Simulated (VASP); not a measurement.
# PbS (Pm-3m) in VASP: a series of runs, part 2 of 2

VASP 6.6.1. The steps go on from the part before.

### 5 Relaxation of cell and atoms, PBEsol

This run uses another cell than the first one, of 24.35 Å³/atom, 1.014 times its volume.

INCAR

```
SYSTEM = PbS
PREC = Accurate ; ENCUT = 600
EDIFF = 1E-6 ; ISMEAR = -1
SIGMA = 0.02 ; LREAL = .False.
LASPH = .True. ; NELM = 100
ALGO = Normal ; ISIF = 3
LWAVE = .False. ; LCHARG = .False.
GGA = PS ; IBRION = 2
NSW = 80 ; EDIFFG = -0.005
```

KPOINTS

```
regular mesh
0
Gamma
  6 6 6
  0 0 0
```

POSCAR

```
PbS
1.0
    3.6519375865      0.0000000000      0.0000000000
    0.0000000000      3.6519375865      0.0000000000
    0.0000000000      0.0000000000      3.6519375865
Pb S
1 1
Direct
    0.0000000000      0.0000000000      0.0000000000
    0.5000000000      0.5000000000      0.5000000000
```

Potentials or basis: VASP PAW PBE potentials, release 64 (Pb_d, S).

The run is started by

```console
$ cat potpaw_PBE.64/Pb_d/POTCAR potpaw_PBE.64/S/POTCAR > POTCAR
$ mpirun -np 1 vasp_std > vasp.out
```

OUTCAR:

```text
SYSTEM = PbS
   PREC = Accurate
   ENCUT = 600
   EDIFF = 1E-6
   ISMEAR = -1
   LREAL = .False.
   LASPH = .True.
   NELM = 100
   ISIF = 3
   GGA = PS
   IBRION = 2
   NSW = 80
   EDIFFG = -0.005

 ion  position               nearest neighbor table
   1  0.000  0.000  0.000-   2 3.16   2 3.16   2 3.16   2 3.16   2 3.16   2 3.16   2 3.16   2 3.16

   2  0.500  0.500  0.500-   1 3.16   1 3.16   1 3.16   1 3.16   1 3.16   1 3.16   1 3.16   1 3.16

  LATTYP: Found a simple cubic cell.
 ALAT       =     3.6519375865

  Lattice vectors:

 A1 = (   3.6519375865,   0.0000000000,   0.0000000000)
 A2 = (   0.0000000000,   3.6519375865,   0.0000000000)
 A3 = (   0.0000000000,   0.0000000000,   3.6519375865)

Analysis of symmetry for initial positions (statically):
=====================================================================
 Subroutine PRICEL returns:
 Original cell was already a primitive cell.

 Routine SETGRP: Setting up the symmetry group for a
 simple cubic supercell.

 Subroutine GETGRP returns: Found 48 space group operations
 (whereof 48 operations were pure point group operations)
 out of a pool of 48 trial point group operations.

The static configuration has the point symmetry O_h .

Analysis of symmetry for dynamics (positions and initial velocities):
=====================================================================
 Subroutine PRICEL returns:
 Original cell was already a primitive cell.

 Routine SETGRP: Setting up the symmetry group for a
 simple cubic supercell.

 Subroutine GETGRP returns: Found 48 space group operations
 (whereof 48 operations were pure point group operations)
 out of a pool of 48 trial point group operations.

The dynamic configuration has the point symmetry O_h .

 Subroutine INISYM returns: Found 48 space group operations
 (whereof 48 operations are pure point group operations),
 and found     1 'primitive' translations

----------------------------------------------------------------------------------------

                                     Primitive cell

  volume of cell :      48.7046

  direct lattice vectors                    reciprocal lattice vectors
     3.651937586  0.000000000  0.000000000     0.273827243  0.000000000  0.000000000
     0.000000000  3.651937586  0.000000000     0.000000000  0.273827243  0.000000000
     0.000000000  0.000000000  3.651937586     0.000000000  0.000000000  0.273827243

  length of vectors
     3.651937586  3.651937586  3.651937586     0.273827243  0.273827243  0.273827243

  position of ions in fractional coordinates (direct lattice)
     0.000000000  0.000000000  0.000000000
     0.500000000  0.500000000  0.500000000

  ion indices of the primitive-cell ions
   primitive index   ion index
                 1           1
                 2           2

----------------------------------------------------------------------------------------

 KPOINTS: regular mesh

Automatic generation of k-mesh.
 Grid dimensions read from file:
 generate k-points for:    6    6    6

 Generating k-lattice:

  Cartesian coordinates                     Fractional coordinates (reciprocal lattice)
     0.045637874  0.000000000  0.000000000     0.166666667  0.000000000  0.000000000
     0.000000000  0.045637874  0.000000000     0.000000000  0.166666667  0.000000000
     0.000000000  0.000000000  0.045637874     0.000000000  0.000000000  0.166666667

  Length of vectors
     0.045637874  0.045637874  0.045637874

  Shift w.r.t. Gamma in fractional coordinates (k-lattice)
     0.000000000  0.000000000  0.000000000

 Subroutine IBZKPT returns following result:
 ===========================================

 Found     20 irreducible k-points:

 Following reciprocal coordinates:
            Coordinates               Weight
  0.000000  0.000000  0.000000      1.000000
  0.166667  0.000000  0.000000      6.000000
  0.333333  0.000000  0.000000      6.000000
  0.500000  0.000000  0.000000      3.000000
  0.166667  0.166667  0.000000     12.000000
  0.333333  0.166667  0.000000     24.000000
[... 12 lines left out ...]
  0.500000  0.500000  0.333333      6.000000
  0.500000  0.500000  0.500000      1.000000
   k-points           NKPTS =     20   k-points in BZ     NKDIM =     20   number of bands    NBANDS=     14
   number of dos      NEDOS =    301   number of ions     NIONS =      2
   total plane-waves  NPLWV =  27000
   dimension x,y,z NGX =    30 NGY =   30 NGZ =   30
   dimension x,y,z NGXF=    60 NGYF=   60 NGZF=   60
   ions per type =               1   1
   NGX,Y,Z   is equivalent  to a cutoff of  13.66, 13.66, 13.66 a.u.
   NGXF,Y,Z  is equivalent  to a cutoff of  27.31, 27.31, 27.31 a.u.
 SYSTEM =  PbS
   PREC   = accura    normal or accurate (medium, high low for compatibility)
   ISTART =      0    job   : 0-new  1-cont  2-samecut
   ICHARG =      2    charge: 1-file 2-atom 10-const
   ISPIN  =      1    spin polarized calculation?
   LNONCOLLINEAR =      F non collinear calculations
   LSORBIT =      F    spin-orbit coupling
   LASPH  =      T    aspherical Exc in radial PAW
   ENCUT  =  600.0 eV  44.10 Ry    6.64 a.u.   7.29  7.29  7.29*2*pi/ulx,y,z
   NELM   =    100;   NELMIN=  2; NELMDL= -5     # of ELM steps
   EDIFF  = 0.1E-05   stopping-criterion for ELM
   LREAL  =      F    real-space projection
   EDIFFG = -.5E-02   stopping-criterion for IOM
   NSW    =     80    number of steps for IOM
   IBRION =      2    ionic relax: 0-MD 1-quasi-New 2-CG
   NFREE  =      1    steps in history (QN), initial steepest desc. (CG)
   ISIF   =      3    stress and relaxation
   ISYM   =      2    0-nonsym 1-usesym 2-fastsym
   POTIM  = 0.5000    time-step for ionic-motion
   TEBEG  =    0.0;   TEEND  =   0.0 temperature during run
   PSTRESS=    0.0 pullay stress
   NELECT =      20.0000    total number of electrons
   NUPDOWN=      -1.0000    fix difference up-down
   EMIN   =  10.00;   EMAX   =-10.00  energy-range for DOS
   EFERMI =   0.00;   METHOD = LEGACY
   ISMEAR =    -1;   SIGMA  =   0.02  broadening in eV -4-tet -1-fermi 0-gaus
   EFERMI_NEDOS =   21; number of points for ismear=-14 and -15
   IALGO  =     38    algorithm
   IMIX   =      4    mixing-type and parameters
     AMIX     =   0.40;   BMIX     =  1.00
     AMIX_MAG =   1.60;   BMIX_MAG =  1.00
  volume/ion in A,a.u.               =      24.35       164.34
  Fermi-wavevector in a.u.,A,eV,Ry     =   1.216825  2.299466 20.145647  1.480663
  Thomas-Fermi vector in A             =   2.352166
   LORBIT       =      0    0 simple, 1 ext, 2 COOP (PROOUT), +10 PAW based schemes
   GGA     = PS    functional components
   LHFCALC =     F    Hartree Fock is set to
   AEXX    =    0.0000 exact exchange contribution
   IVDW    =     0    specifies the selected vdW correction
   LEPSILON=     F    determine dielectric tensor
   LRPA    =     F    only Hartree local field effects (RPA)
 conjugate gradient relaxation of ions
 non-spin polarized calculation
  energy-cutoff  :      600.00
  volume of cell :       48.70
 maximum number of plane-waves:      1647
 NGX is ok and might be reduce to    30
   NGX = 15   NGY = 15   NGZ = 15

--------------------------------------- Ionic step        1  -------------------------------------------

 number of electron      19.9999998 magnetization

 Free energy of the ion-electron system (eV)
  ---------------------------------------------------
  ext. energy  EPLUGINS =         0.00000000
  ---------------------------------------------------
  free energy    TOTEN  =        -8.98518298 eV

  energy without entropy =       -8.98418323  energy(sigma->0) =       -8.98468310

------------------------ aborting loop because EDIFF is reached ----------------------------------------

  FORCE on cell =-STRESS in cart. coord.  units (eV):
  Direction    XX          YY          ZZ          XY          YZ          ZX
  --------------------------------------------------------------------------------------
  -------------------------------------------------------------------------------------
  Total       -0.9636316     -0.9636316     -0.9636316     -0.0000000     -0.0000000      0.0000000
  in kB      -31.6994382    -31.6994382    -31.6994382     -0.0000000     -0.0000000      0.0000000
  external PRESSURE =     -31.6994382 kB  Pullay stress =       0.0000000 kB
[... 57 lines left out ...]
  energy  without entropy=       -9.0090532688  energy(sigma->0) =       -9.01033088

--------------------------------------- Ionic step        3  -------------------------------------------

 number of electron      20.0000004 magnetization

 Free energy of the ion-electron system (eV)
  ---------------------------------------------------
  ext. energy  EPLUGINS =         0.00000000
  ---------------------------------------------------
  free energy    TOTEN  =        -9.01253633 eV

  energy without entropy =       -9.01007222  energy(sigma->0) =       -9.01130427

 E-fermi :   6.7592     XC(G=0): -10.6469

 val. band max:        6.7311506833   @ k =   0.5000   0.0000   0.0000
 cond. band min:       6.7759803633   @ k =   0.5000   0.3333   0.3333
 fundamental gap:      0.0448296801
 Fermi energy:         6.7591928780

 k-point     1 :       0.0000    0.0000    0.0000
  band No.  band energies     occupation
      1     -10.1224      2.00000
      2     -10.1224      2.00000
      3      -9.8666      2.00000
      4      -9.8666      2.00000
      5      -9.8666      2.00000
      6      -6.8936      2.00000
      7       0.1345      2.00000
      8       4.9262      2.00000
      9       4.9262      2.00000
     10       4.9262      2.00000
     11      12.0072      0.00000
     12      12.0072      0.00000
     13      13.6440      0.00000
     14      13.6440      0.00000
[... 350 lines left out ...]
  FREE ENERGIE OF THE ION-ELECTRON SYSTEM (eV)
  ---------------------------------------------------
  free  energy   TOTEN  =        -9.0125363290 eV

  energy  without entropy=       -9.0100722203  energy(sigma->0) =       -9.01130427

 reached required accuracy - stopping structural energy minimisation
```

OSZICAR:

```text
N       E                     dE             d eps       ncg     rms          rms(c)
DAV:   1     0.163905692979E+03    0.16391E+03   -0.10837E+04   560   0.170E+03
DAV:   2     0.424739221960E+01   -0.15966E+03   -0.15593E+03   590   0.391E+02
DAV:   3    -0.921828847645E+01   -0.13466E+02   -0.13045E+02   734   0.108E+02
[... 25 lines left out ...]
DAV:   3    -0.901270533050E+01    0.30591E-02   -0.10039E-02   686   0.190E+00    0.845E-02
DAV:   4    -0.901253627972E+01    0.16905E-03   -0.10502E-03   714   0.459E-01    0.386E-02
DAV:   5    -0.901253811282E+01   -0.18331E-05   -0.56486E-05   576   0.671E-02    0.232E-02
DAV:   6    -0.901253570735E+01    0.24055E-05   -0.13925E-05   628   0.386E-02    0.561E-03
DAV:   7    -0.901253632903E+01   -0.62168E-06   -0.15108E-06   436   0.127E-02
   3 F= -.90125363E+01 E0= -.90113043E+01  d E =-.273534E-01
```

CONTCAR:

```text
PbS
   1.00000000000000
     3.5803514750914567   -0.0000000000000000    0.0000000000000000
    -0.0000000000000000    3.5803514750914567    0.0000000000000000
     0.0000000000000000   -0.0000000000000000    3.5803514750914567
  Pb              S
     1     1
Direct
     0.0000000000000000    0.0000000000000000    0.0000000000000000
     0.5000000000000000    0.5000000000000000    0.5000000000000000

  0.00000000E+00  0.00000000E+00  0.00000000E+00
  0.00000000E+00  0.00000000E+00  0.00000000E+00
```

Wall time 53 s (1 thread of AMD EPYC 7R13 (Zen 3), shared host); peak memory 0.15 GiB.

Results:

* Free energy: -9.0125 eV
* Relaxed volume: 22.95 Å³/atom
* Relaxed cell: a = 3.580 Å, b = 3.580 Å, c = 3.580 Å, α = 90.00°, β = 90.00°, γ = 90.00°
* Space group after relaxing (to 0.05 Å): Pm-3m (No. 221)
* Energy gained by relaxing: 13.7 meV/atom
* Ionic steps: 3
* Pressure after relaxing: 0.0 GPa
* Band gap on the k mesh: zero (band 10 reaches 6.78 eV, above the bottom of band 11 at 5.98 eV)

Step by step:
```tsv
step	energy change (eV)	largest force (eV/Å)	pressure (GPa)	volume (Å³)
1	0.0000	0.0000	-3.17	48.70
2	-0.0264	0.0000	0.55	45.39
3	-0.0274	0.0000	0.02	45.90
```

Final structure:
```
CELL_PARAMETERS angstrom
3.58035 0.00000 0.00000
0.00000 3.58035 0.00000
0.00000 0.00000 3.58035
ATOMIC_POSITIONS crystal
Pb 0.00000 0.00000 0.00000
S 0.50000 0.50000 0.50000
```

Levels at points of the mesh, in eV from the Fermi level:
```
           k point  band 7  band 8  band 9  band 10  band 11  band 12  band 13  band 14
(0.00, 0.00, 0.00)   -6.62   -1.83   -1.83    -1.83     5.25     5.25     6.88     6.88
(0.50, 0.00, 0.00)   -9.37   -0.59   -0.59    -0.03     0.25     3.93     3.93     6.39
(0.50, 0.50, 0.00)   -7.36   -4.92   -4.92    -0.39     4.32     4.32     6.20     7.14
(0.50, 0.50, 0.50)   -5.87   -2.68   -2.68    -2.68    -0.78    -0.78    -0.78    14.16
```

Caveat: the PAW data sets were made with another functional, which shifts forces and pressure a little; spin-orbit coupling is left out, which moves the levels of the heavy elements.

### 6 Overview

| task | level | potentials or basis | cell | k mesh | cutoff (eV) | gap on the mesh (eV) | pressure (GPa) |
| --- | --- | --- | --- | --- | --- | --- | --- |
| single point | PBE | VASP PAW PBE potentials, release 64 (Pb_d, S) | a = 3.635 Å, 2 atoms | 8 × 8 × 8 | 520 | none | 0.6 |
| single point | LDA | VASP PAW LDA potentials, release 64 (Pb_d, S) | a = 3.635 Å, 2 atoms | 8 × 8 × 8 | 520 | none | -4.5 |
| single point | r2SCAN | VASP PAW PBE potentials, release 64 (Pb_d, S) | a = 3.635 Å, 2 atoms | 8 × 8 × 8 | 520 | none | 0.1 |
| relaxation of cell and atoms | PBEsol | VASP PAW PBE potentials, release 64 (Pb_d, S) | relaxed from a = 3.652 Å, 2 atoms | 6 × 6 × 6 | 600 | none | 0.0 |

Alike in all rows: no spin polarisation; smearing fermi-dirac 0.02 eV.

Caveats: spin-orbit coupling is left out, which moves the levels of the heavy elements; the PAW data sets were made with another functional, which shifts forces and pressure a little (some runs).

Total energies depend on the potentials used, so only differences within one code and one set of settings carry meaning.
